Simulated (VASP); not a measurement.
# Si2Br (P4_2/mmc) in VASP: a series of runs

The runs below take Si2Br through single point, relaxation of cell and atoms, with PBE.

All numbers are computed with VASP 6.6.1; they aren't measurements. Logs are shortened: lines on timing, memory, paths and dates and some standing lists are left out, and cuts for length are marked.

## Step 1: The cell of the first run

It takes space group P4_2/mmc (No. 131, tetragonal). Conventional cell: a = 5.262 Å, b = 5.262 Å, c = 7.147 Å, α = 90.00°, β = 90.00°, γ = 90.00°. Within 3.2 Å of Si (site symmetry 2mm) lie 1 Si at 2.39 Å and 2 Br at 2.70 Å. Within 3.6 Å of Br (site symmetry -4m2) lie 4 Si at 2.70 Å and 2 Br at 3.57 Å.

The cell was generated, and may not be a known phase.

## Step 2: Single point, PBE

INCAR

```
SYSTEM = Si2Br
  ALGO = Normal
  EDIFF = 1E-7
  ENCUT = 520
  GGA = PE
  ISIF = 2
  ISMEAR = 0
  LASPH = .True.
  LCHARG = .False.
  LREAL = .False.
  LWAVE = .False.
  NBANDS = 24
  NELM = 60
  PREC = Accurate
  SIGMA = 0.1
```

KPOINTS

```
k-points
0
Gamma
  8 8 8
  0 0 0
```

POSCAR

```
Si2Br
1.0
    5.2617145023      0.0000000000      0.0000000000
    0.0000000000      5.2617145023      0.0000000000
    0.0000000000      0.0000000000      7.1471567144
Si Br
4 2
Direct
    0.5000000000      0.0000000000      0.6672363771
    0.0000000000      0.5000000000      0.8327636229
    0.0000000000      0.5000000000      0.1672363771
    0.5000000000      0.0000000000      0.3327636229
    0.5000000000      0.5000000000      0.7500000000
    0.5000000000      0.5000000000      0.2500000000
```

Potentials or basis: VASP PAW PBE potentials, release 64 (Si, Br).

The run is started by

```console
$ cat potpaw_PBE.64/Si/POTCAR potpaw_PBE.64/Br/POTCAR > POTCAR
$ mpirun -np 1 vasp_std > vasp.out
```

OUTCAR:

```text
SYSTEM = Si2Br
   EDIFF = 1E-7
   ENCUT = 520
   GGA = PE
   ISIF = 2
   ISMEAR = 0
   LASPH = .True.
   LREAL = .False.
   NELM = 60
   PREC = Accurate

 ion  position               nearest neighbor table
   1  0.500  0.000  0.667-   4 2.39   5 2.70   5 2.70
   2  0.000  0.500  0.833-   3 2.39   5 2.70   5 2.70
   3  0.000  0.500  0.167-   2 2.39   6 2.70   6 2.70
   4  0.500  0.000  0.333-   1 2.39   6 2.70   6 2.70
   5  0.500  0.500  0.750-   1 2.70   2 2.70   1 2.70   2 2.70
   6  0.500  0.500  0.250-   3 2.70   4 2.70   4 2.70   3 2.70

  LATTYP: Found a simple tetragonal cell.
 ALAT       =     5.2617145023
 C/A-ratio  =     1.3583322910

  Lattice vectors:

 A1 = (   5.2617145023,   0.0000000000,   0.0000000000)
 A2 = (   0.0000000000,   5.2617145023,   0.0000000000)
 A3 = (   0.0000000000,   0.0000000000,   7.1471567144)

Analysis of symmetry for initial positions (statically):
=====================================================================
 Subroutine PRICEL returns:
 Original cell was already a primitive cell.

 Routine SETGRP: Setting up the symmetry group for a
 simple tetragonal supercell.

 Subroutine GETGRP returns: Found 16 space group operations
 (whereof  8 operations were pure point group operations)
 out of a pool of 16 trial point group operations.

The static configuration has the point symmetry D_2h.
 The point group associated with its full space group is D_4h.

Analysis of symmetry for dynamics (positions and initial velocities):
=====================================================================
 Subroutine PRICEL returns:
 Original cell was already a primitive cell.

 Routine SETGRP: Setting up the symmetry group for a
 simple tetragonal supercell.

 Subroutine GETGRP returns: Found 16 space group operations
 (whereof  8 operations were pure point group operations)
 out of a pool of 16 trial point group operations.

The dynamic configuration has the point symmetry D_2h.
 The point group associated with its full space group is D_4h.

 Subroutine INISYM returns: Found 16 space group operations
 (whereof  8 operations are pure point group operations),
 and found     1 'primitive' translations

----------------------------------------------------------------------------------------

                                     Primitive cell

  volume of cell :     197.8736

  direct lattice vectors                    reciprocal lattice vectors
     5.261714502  0.000000000  0.000000000     0.190052121  0.000000000  0.000000000
     0.000000000  5.261714502  0.000000000     0.000000000  0.190052121  0.000000000
     0.000000000  0.000000000  7.147156714     0.000000000  0.000000000  0.139915779

  length of vectors
     5.261714502  5.261714502  7.147156714     0.190052121  0.190052121  0.139915779

  position of ions in fractional coordinates (direct lattice)
     0.500000000  0.000000000  0.667236377
     0.000000000  0.500000000  0.832763623
     0.000000000  0.500000000  0.167236377
     0.500000000  0.000000000  0.332763623
     0.500000000  0.500000000  0.750000000
     0.500000000  0.500000000  0.250000000

  ion indices of the primitive-cell ions
   primitive index   ion index
                 1           1
                 2           2
                 3           3
                 4           4
                 5           5
                 6           6

----------------------------------------------------------------------------------------

 KPOINTS: k-points

Automatic generation of k-mesh.
 Grid dimensions read from file:
 generate k-points for:    8    8    8

 Generating k-lattice:

  Cartesian coordinates                     Fractional coordinates (reciprocal lattice)
     0.023756515  0.000000000  0.000000000     0.125000000  0.000000000  0.000000000
     0.000000000  0.023756515  0.000000000     0.000000000  0.125000000  0.000000000
     0.000000000  0.000000000  0.017489472     0.000000000  0.000000000  0.125000000

  Length of vectors
     0.023756515  0.023756515  0.017489472

  Shift w.r.t. Gamma in fractional coordinates (k-lattice)
     0.000000000  0.000000000  0.000000000

 Subroutine IBZKPT returns following result:
 ===========================================

 Found     75 irreducible k-points:

 Following reciprocal coordinates:
            Coordinates               Weight
  0.000000  0.000000  0.000000      1.000000
  0.125000  0.000000  0.000000      4.000000
  0.250000  0.000000  0.000000      4.000000
  0.375000  0.000000  0.000000      4.000000
  0.500000  0.000000  0.000000      2.000000
  0.125000  0.125000  0.000000      4.000000
[... 16 lines left out ...]
  0.375000  0.125000  0.125000     16.000000
  0.500000  0.125000  0.125000      8.000000
 [... further k-points ...]
   k-points           NKPTS =     75   k-points in BZ     NKDIM =     75   number of bands    NBANDS=     24
   number of dos      NEDOS =    301   number of ions     NIONS =      6
   total plane-waves  NPLWV =  86400
   dimension x,y,z NGX =    40 NGY =   40 NGZ =   54
   dimension x,y,z NGXF=    80 NGYF=   80 NGZF=  108
   ions per type =               4   2
   NGX,Y,Z   is equivalent  to a cutoff of  12.64, 12.64, 12.56 a.u.
   NGXF,Y,Z  is equivalent  to a cutoff of  25.28, 25.28, 25.12 a.u.
 SYSTEM =  Si2Br
   PREC   = accura    normal or accurate (medium, high low for compatibility)
   ISTART =      0    job   : 0-new  1-cont  2-samecut
   ICHARG =      2    charge: 1-file 2-atom 10-const
   ISPIN  =      1    spin polarized calculation?
   LNONCOLLINEAR =      F non collinear calculations
   LSORBIT =      F    spin-orbit coupling
   LASPH  =      T    aspherical Exc in radial PAW
   ENCUT  =  520.0 eV  38.22 Ry    6.18 a.u.   9.78  9.78 13.29*2*pi/ulx,y,z
   NELM   =     60;   NELMIN=  2; NELMDL= -5     # of ELM steps
   EDIFF  = 0.1E-06   stopping-criterion for ELM
   LREAL  =      F    real-space projection
   EDIFFG = 0.1E-05   stopping-criterion for IOM
   NSW    =      0    number of steps for IOM
   IBRION =     -1    ionic relax: 0-MD 1-quasi-New 2-CG
   NFREE  =      0    steps in history (QN), initial steepest desc. (CG)
   ISIF   =      2    stress and relaxation
   ISYM   =      2    0-nonsym 1-usesym 2-fastsym
   POTIM  = 0.5000    time-step for ionic-motion
   TEBEG  =    0.0;   TEEND  =   0.0 temperature during run
   PSTRESS=    0.0 pullay stress
   NELECT =      30.0000    total number of electrons
   NUPDOWN=      -1.0000    fix difference up-down
   EMIN   =  10.00;   EMAX   =-10.00  energy-range for DOS
   EFERMI =   0.00;   METHOD = LEGACY
   ISMEAR =     0;   SIGMA  =   0.10  broadening in eV -4-tet -1-fermi 0-gaus
   EFERMI_NEDOS =   21; number of points for ismear=-14 and -15
   IALGO  =     38    algorithm
   IMIX   =      4    mixing-type and parameters
     AMIX     =   0.40;   BMIX     =  1.00
     AMIX_MAG =   1.60;   BMIX_MAG =  1.00
  volume/ion in A,a.u.               =      32.98       222.55
  Fermi-wavevector in a.u.,A,eV,Ry     =   0.872943  1.649623 10.368044  0.762030
  Thomas-Fermi vector in A             =   1.992264
   LORBIT       =      0    0 simple, 1 ext, 2 COOP (PROOUT), +10 PAW based schemes
   GGA     = PE    functional components
   LHFCALC =     F    Hartree Fock is set to
   AEXX    =    0.0000 exact exchange contribution
   IVDW    =     0    specifies the selected vdW correction
   LEPSILON=     F    determine dielectric tensor
   LRPA    =     F    only Hartree local field effects (RPA)
 non-spin polarized calculation
 Gauss-broadening in eV      SIGMA  =   0.10
  energy-cutoff  :      520.00
  volume of cell :      197.87
 maximum number of plane-waves:      5367
 NGX is ok and might be reduce to    40
   NGX = 19   NGY = 19   NGZ = 27

 number of electron      30.0000000 magnetization

 Free energy of the ion-electron system (eV)
  ---------------------------------------------------
  ext. energy  EPLUGINS =         0.00000000
  ---------------------------------------------------
  free energy    TOTEN  =       -18.92146836 eV

  energy without entropy =      -18.89578797  energy(sigma->0) =      -18.90862817

 E-fermi :   1.7170     XC(G=0):  -7.6701

 val. band max:        1.7138085803   @ k =   0.3750   0.2500   0.3750
 cond. band min:       1.7175289601   @ k =   0.2500   0.0000   0.3750
 fundamental gap:      0.0037203798
 Fermi energy:         1.7170048796

 k-point     1 :       0.0000    0.0000    0.0000
  band No.  band energies     occupation
      1     -14.5332      2.00000
      2     -14.2057      2.00000
      3      -6.2424      2.00000
      4      -5.9354      2.00000
      5      -3.9179      2.00000
      6      -3.9179      2.00000
[... 16 lines left out ...]
     23       7.4386      0.00000
     24       7.7704      0.00000

 k-point     2 :       0.1250    0.0000    0.0000
  band No.  band energies     occupation
      1     -14.5259      2.00000
      2     -14.2004      2.00000
      3      -6.3395      2.00000
      4      -6.0269      2.00000
      5      -3.9346      2.00000
      6      -3.9055      2.00000
[... 16 lines left out ...]
     23       7.0773      0.00000
     24       7.6172      0.00000

 k-point     3 :       0.2500    0.0000    0.0000
  band No.  band energies     occupation
      1     -14.5081      2.00000
      2     -14.1877      2.00000
      3      -6.6468      2.00000
      4      -6.0647      2.00000
      5      -4.5519      2.00000
      6      -3.8751      2.00000
[... 16 lines left out ...]
     23       7.1446      0.00000
     24       7.3859      0.00000

 k-point     4 :       0.3750    0.0000    0.0000
  band No.  band energies     occupation
      1     -14.4900      2.00000
      2     -14.1748      2.00000
      3      -6.9199      2.00000
      4      -6.0555      2.00000
      5      -4.9402      2.00000
      6      -3.8437      2.00000
[... 16 lines left out ...]
     23       7.0853      0.00000
     24       7.2988      0.00000

 k-point     5 :       0.5000    0.0000    0.0000
  band No.  band energies     occupation
      1     -14.4824      2.00000
      2     -14.1694      2.00000
      3      -7.0213      2.00000
      4      -6.0489      2.00000
      5      -5.0724      2.00000
      6      -3.8304      2.00000
[... 16 lines left out ...]
     23       6.9671      0.00000
     24       7.3278      0.00000

 k-point     6 :       0.1250    0.1250    0.0000
  band No.  band energies     occupation
      1     -14.5186      2.00000
      2     -14.1952      2.00000
      3      -6.3738      2.00000
      4      -6.1755      2.00000
      5      -3.9603      2.00000
      6      -3.8850      2.00000
[... 16 lines left out ...]
     23       7.1084      0.00000
     24       7.2162      0.00000
[... 379 lines left out ...]
 k-point    21 :       0.1250    0.1250    0.1250
  band No.  band energies     occupation
      1     -14.5072      2.00000
      2     -14.2085      2.00000
      3      -6.3579      2.00000
      4      -6.1747      2.00000
      5      -3.9894      2.00000
      6      -3.9198      2.00000
[... 16 lines left out ...]
     23       7.0797      0.00000
     24       7.1493      0.00000

 k-point    22 :       0.2500    0.1250    0.1250
  band No.  band energies     occupation
      1     -14.4895      2.00000
      2     -14.1955      2.00000
      3      -6.6299      2.00000
      4      -6.2420      2.00000
      5      -4.5696      2.00000
      6      -3.9281      2.00000
[... 16 lines left out ...]
     23       6.8554      0.00000
     24       7.2289      0.00000

 k-point    23 :       0.3750    0.1250    0.1250
  band No.  band energies     occupation
      1     -14.4716      2.00000
      2     -14.1824      2.00000
      3      -6.9032      2.00000
      4      -6.2302      2.00000
      5      -4.9574      2.00000
      6      -3.9032      2.00000
[... 16 lines left out ...]
     23       6.7638      0.00000
     24       7.0742      0.00000

 k-point    24 :       0.5000    0.1250    0.1250
  band No.  band energies     occupation
      1     -14.4641      2.00000
      2     -14.1769      2.00000
      3      -7.0047      2.00000
      4      -6.2229      2.00000
      5      -5.0895      2.00000
      6      -3.8926      2.00000
[... 16 lines left out ...]
     23       6.8591      0.00000
     24       6.9052      0.00000

 [... further k-points ...]

------------------------ aborting loop because EDIFF is reached ----------------------------------------

  FORCE on cell =-STRESS in cart. coord.  units (eV):
  Direction    XX          YY          ZZ          XY          YZ          ZX
  --------------------------------------------------------------------------------------
  -------------------------------------------------------------------------------------
  Total        0.0015259      0.0015259     -0.0462116      0.0000000      0.0000000      0.0000000
  in kB        0.0123551      0.0123551     -0.3741742      0.0000000      0.0000000      0.0000000
  external PRESSURE =      -0.1164880 kB  Pullay stress =       0.0000000 kB

 VOLUME and BASIS-vectors are now :
 -----------------------------------------------------------------------------
  energy-cutoff  :      520.00
  volume of cell :      197.87
      direct lattice vectors                 reciprocal lattice vectors
     5.261714502  0.000000000  0.000000000     0.190052121  0.000000000  0.000000000
     0.000000000  5.261714502  0.000000000     0.000000000  0.190052121  0.000000000
     0.000000000  0.000000000  7.147156714     0.000000000  0.000000000  0.139915779

 POSITION                                       TOTAL-FORCE (eV/Angst)
 -----------------------------------------------------------------------------------
      2.63086      0.00000      4.76884         0.000000      0.000000     -0.002807
      0.00000      2.63086      5.95189         0.000000      0.000000      0.002807
      0.00000      2.63086      1.19526         0.000000      0.000000     -0.002807
      2.63086      0.00000      2.37831         0.000000      0.000000      0.002807
      2.63086      2.63086      5.36037         0.000000      0.000000      0.000000
      2.63086      2.63086      1.78679         0.000000      0.000000      0.000000
 -----------------------------------------------------------------------------------
    total drift:                                0.000000      0.000000     -0.000000

  FREE ENERGIE OF THE ION-ELECTRON SYSTEM (eV)
  ---------------------------------------------------
  free  energy   TOTEN  =       -18.9214683571 eV

  energy  without entropy=      -18.8957879736  energy(sigma->0) =      -18.90862817
```

Wall time 4.2 min (1 thread of Intel Xeon Platinum 8488C (Sapphire Rapids), shared host); peak memory 0.47 GiB.

What came out:

```yaml
Free_energy: -18.9215 eV
Pressure: 0.0 GPa
Band_gap_on_the_k_mesh: zero (bands 15 and 16 overlap by 1.21 eV)
```

Forces in eV/Å, atoms in the order of the input:
```
Si   0.000  0.000 -0.003
Si   0.000  0.000  0.003
Si   0.000  0.000 -0.003
Si   0.000  0.000  0.003
Br   0.000  0.000  0.000
Br   0.000  0.000  0.000
```

(Part 1 of 2 ends here.)

The gap in the log of VASP goes by the Fermi energy; the results here count the filled bands.